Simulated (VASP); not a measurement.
# NaCl (Fm-3m) in VASP: further runs, part 2 of 2

VASP 6.6.1. The steps go on from the part before.

### 3 Dielectric tensor, PBE

Input file INCAR:

```
SYSTEM = NaCl
  PREC = Accurate
  ENCUT = 520
  EDIFF = 1E-8
  ISMEAR = 0
  SIGMA = 0.01
  LREAL = .False.
  LASPH = .True.
  NELM = 80
  ALGO = Normal
  ISIF = 2
  LWAVE = .False.
  LCHARG = .False.
  GGA = PE
  LEPSILON = .True.
```

Input file KPOINTS:

```
regular mesh
0
Gamma
  8 8 8
  0 0 0
```

Input file POSCAR:

```
NaCl
1.0
    0.0000000000      2.7940632177      2.7940632177
    2.7940632177      0.0000000000      2.7940632177
    2.7940632177      2.7940632177      0.0000000000
Cl Na
1 1
Direct
    0.5000000000      0.5000000000      0.5000000000
    0.0000000000      0.0000000000      0.0000000000
```

Potentials or basis: VASP PAW PBE potentials, release 64 (Cl, Na_pv).

The run is started by

```
$ cat potpaw_PBE.64/Cl/POTCAR potpaw_PBE.64/Na_pv/POTCAR > POTCAR
$ mpirun -np 1 vasp_std > vasp.out
```

OUTCAR:

```text
SYSTEM = NaCl
   PREC = Accurate
   ENCUT = 520
   EDIFF = 1E-8
   ISMEAR = 0
   LREAL = .False.
   LASPH = .True.
   NELM = 80
   ISIF = 2
   GGA = PE
   LEPSILON = .True.

 ion  position               nearest neighbor table
   1  0.500  0.500  0.500-
   2  0.000  0.000  0.000-

  LATTYP: Found a face centered cubic cell.
 ALAT       =     5.5881264354

  Lattice vectors:

 A1 = (   0.0000000000,   2.7940632177,   2.7940632177)
 A2 = (   2.7940632177,   0.0000000000,   2.7940632177)
 A3 = (   2.7940632177,   2.7940632177,   0.0000000000)

Analysis of symmetry for initial positions (statically):
=====================================================================
 Subroutine PRICEL returns:
 Original cell was already a primitive cell.

 Routine SETGRP: Setting up the symmetry group for a
 face centered cubic supercell.

 Subroutine GETGRP returns: Found 48 space group operations
[... 556 lines left out ...]

 Free energy of the ion-electron system (eV)
  ---------------------------------------------------
  ---------------------------------------------------
  free energy    TOTEN  =        -0.20916811 eV

  energy without entropy =       -0.20916811

------------------------ aborting loop because EDIFF is reached ----------------------------------------

 PIEZOELECTRIC TENSOR FIELD DIRECTION 3  (e Angst)
 -----------------------------------------------------------------------------
    -0.00023  0.00000  0.00000           (  0.00000  0.00000  0.00000)
     0.00000 -0.00023 -0.00000           (  0.00000  0.00000 -0.00000)
    -0.00000  0.00000 -0.00035           (  0.00000 -0.00000  0.00000)

 PIEZOELECTRIC TENSOR FIELD DIRECTION 3  (C/m^2)
 -----------------------------------------------------------------------------
    -0.00008  0.00000  0.00000
     0.00000 -0.00008 -0.00000
    -0.00000  0.00000 -0.00013

 MACROSCOPIC STATIC DIELECTRIC TENSOR (including local field effects in DFT)
 ------------------------------------------------------
           2.526657     0.000000    -0.000000
           0.000000     2.526657    -0.000000
           0.000000     0.000000     2.526657
 ------------------------------------------------------

 PIEZOELECTRIC TENSOR (including local field effects)  for field in x, y, z        (e  Angst)
          XX          YY          ZZ          XY          YZ          ZX
  --------------------------------------------------------------------------------
  x     0.00000     0.00000     0.00000     0.00000     0.00000     0.00000
  y     0.00000     0.00000     0.00000     0.00000     0.00000     0.00000
  z     0.00000     0.00000     0.00000     0.00000     0.00000     0.00000

 PIEZOELECTRIC TENSOR (including local field effects)  for field in x, y, z        (C/m^2)
          XX          YY          ZZ          XY          YZ          ZX
  --------------------------------------------------------------------------------
  x     0.00000     0.00000     0.00000     0.00000     0.00000     0.00000
  y     0.00000     0.00000     0.00000     0.00000     0.00000     0.00000
  z     0.00000     0.00000     0.00000     0.00000     0.00000     0.00000

 BORN EFFECTIVE CHARGES (including local field effects) (in |e|, cummulative output)
 ---------------------------------------------------------------------------------
 ion    1
    1    -1.08924     0.00000     0.00000
    2     0.00000    -1.08924     0.00000
    3     0.00000     0.00000    -1.08924
 ion    2
    1     1.08924     0.00000     0.00000
    2     0.00000     1.08924     0.00000
    3     0.00000     0.00000     1.08924
```

OSZICAR:

```text
N       E                     dE             d eps       ncg     rms          rms(c)
DAV:   1     0.965863660788E+02    0.96586E+02   -0.73816E+03   647   0.129E+03
DAV:   2     0.119591912002E+01   -0.95390E+02   -0.88876E+02   731   0.291E+02
DAV:   3    -0.678122369044E+01   -0.79771E+01   -0.79351E+01   773   0.822E+01
DAV:   4    -0.695457747596E+01   -0.17335E+00   -0.17313E+00   734   0.130E+01
[... 12 lines left out ...]
RMM:   9    -0.209161513614E+00    0.13588E-05   -0.70977E-08  2624   0.377E-03    0.647E-04
RMM:  10    -0.209168214725E+00   -0.67011E-05   -0.43469E-08  2415   0.104E-03    0.150E-04
RMM:  11    -0.209167673239E+00    0.54149E-06    0.69197E-08  2576   0.474E-04    0.743E-05
RMM:  12    -0.209168079005E+00   -0.40577E-06    0.90618E-09  2077   0.159E-04    0.161E-05
RMM:  13    -0.209168112704E+00   -0.33699E-07   -0.35677E-08  1287   0.657E-05    0.329E-06
```

stdout:

```text
POSCAR found type information on POSCAR ClNa
 POSCAR found :  2 types and       2 ions
 scaLAPACK will be used
 LDA part: xc-table for (Slater+PW92), standard interpolation
 POSCAR, INCAR and KPOINTS ok, starting setup
 FFT: planning ... GRIDC
 FFT: planning ... GRID_SOFT
 FFT: planning ... GRID
 WAVECAR not read
 entering main loop
 Linear response reoptimize wavefunctions to high precision
 Linear response G [H, r] |phi>, progress :
  Direction:   1
 Linear response G [H, r] |phi>, progress :
  Direction:   2
 Linear response G [H, r] |phi>, progress :
  Direction:   3
 Linear response to external field (no local field effect), progress :
  Direction:   1
 dielectric tensor                  component  1 :     2.945     0.415     0.153
 Linear response to external field (no local field effect), progress :
  Direction:   2
 dielectric tensor                  component  2 :     0.415     2.949    -0.227
 Linear response to external field (no local field effect), progress :
  Direction:   3
 dielectric tensor                  component  3 :     0.153    -0.227     2.431
 Linear response to external field, progress :
  Direction:   1
 dielectric tensor                  component  1 :     2.527     0.267     0.087
 Linear response to external field, progress :
  Direction:   2
 dielectric tensor                  component  2 :     0.200     2.527    -0.057
 Linear response to external field, progress :
  Direction:   3
 dielectric tensor                  component  3 :     0.005     0.112     2.527
 Born effective charges drift removed
```

Wall time 3.6 min (1 thread of Intel Xeon Platinum 8259CL at 2.50GHz (Skylake/Cascade Lake), shared host); peak memory 0.22 GiB.

What came out:

```yaml
Band_gap_on_the_k_mesh: 5.22 eV
Electronic_dielectric_tensor_diagonal: 2.53
Born_charges_mean_of_the_diagonal: Cl -1.09; Na +1.09 e
```

Levels at points of the mesh, in eV from the valence-band top:
| k point | band 4 | band 5 | band 6 | band 7 | band 8 | band 9 | band 10 | band 11 |
| --- | --- | --- | --- | --- | --- | --- | --- | --- |
| (0.00, 0.00, 0.00) | -12.72 | 0.00 | 0.00 | 0.00 | 5.22 | 11.15 | 11.15 | 11.15 |
| (0.50, 0.00, 0.00) | -12.36 | -2.01 | -0.28 | -0.28 | 7.32 | 10.85 | 11.04 | 11.04 |
| (0.50, 0.50, 0.00) | -12.31 | -1.73 | -0.62 | -0.62 | 7.62 | 8.06 | 11.52 | 15.03 |

Electronic dielectric tensor:
```
2.53 0.00 0.00
0.00 2.53 0.00
0.00 0.00 2.53
```

Born effective charge tensors (e):
atom 1, Cl
```
-1.09  0.00  0.00
 0.00 -1.09  0.00
 0.00  0.00 -1.09
```
atom 2, Na
```
1.09 0.00 0.00
0.00 1.09 0.00
0.00 0.00 1.09
```

### 4 Elastic constants, LDA

Input file INCAR:

```
SYSTEM = NaCl
PREC     = Accurate       ! precision mode
ENCUT    = 600            ! plane-wave cutoff, eV
EDIFF    = 1E-8           ! SCF threshold, eV
ISMEAR   = -1             ! smearing method
SIGMA    = 0.05           ! smearing width, eV
LREAL    = .False.        ! projectors in reciprocal space
LASPH    = .True.         ! aspherical terms in the spheres
NELM     = 100            ! most SCF steps
ALGO     = Normal         ! electronic algorithm
ISIF     = 3              ! what is computed and relaxed
LWAVE    = .False.        ! write WAVECAR
LCHARG   = .False.        ! write CHGCAR
NBANDS   = 14             ! bands
IBRION   = 6              ! ionic algorithm
NFREE    = 2            
POTIM    = 0.015          ! step
NSW      = 1              ! ionic steps
```

Input file KPOINTS:

```
regular mesh
0
Gamma
  6 6 6
  0 0 0
```

POSCAR is that of step 3.

Potentials or basis: VASP PAW LDA potentials, release 64 (Cl, Na_pv).

The run is started by

```
$ cat potpaw_LDA.64/Cl/POTCAR potpaw_LDA.64/Na_pv/POTCAR > POTCAR
$ mpirun -np 1 vasp_std > vasp.out
```

Run time: 5 min. Hardware: 1 thread of Intel Xeon Platinum 8259CL at 2.50GHz (Skylake/Cascade Lake), shared host; peak memory 0.2 GiB.

Results (log left out):

```yaml
Elastic_constants_C11_C12_C44: 51, 12, 13 GPa
Voigt_bulk_modulus: 25 GPa
Highest_phonon_frequency_at_Γ_LO-TO_splitting_left_out: 159 cm⁻¹
```

Phonon frequencies in cm⁻¹ (negative: imaginary):
| q point | frequencies |
| --- | --- |
| (0.000, 0.000, 0.000) | 0 0 0 159 159 159 |

Elastic tensor in Voigt notation (GPa, in the Cartesian axes of the cell as first typed):
```
51 12 12  0  0  0
12 51 12  0  0  0
12 12 51  0  0  0
 0  0  0 13  0  0
 0  0  0  0 13  0
 0  0  0  0  0 13
```

Clamped-ion elastic tensor (GPa):
```
51 12 12  0  0  0
12 51 12  0  0  0
12 12 51  0  0  0
 0  0  0 13  0  0
 0  0  0  0 13  0
 0  0  0  0  0 13
```

Caveat: the cell is under stress, which shifts elastic constants.
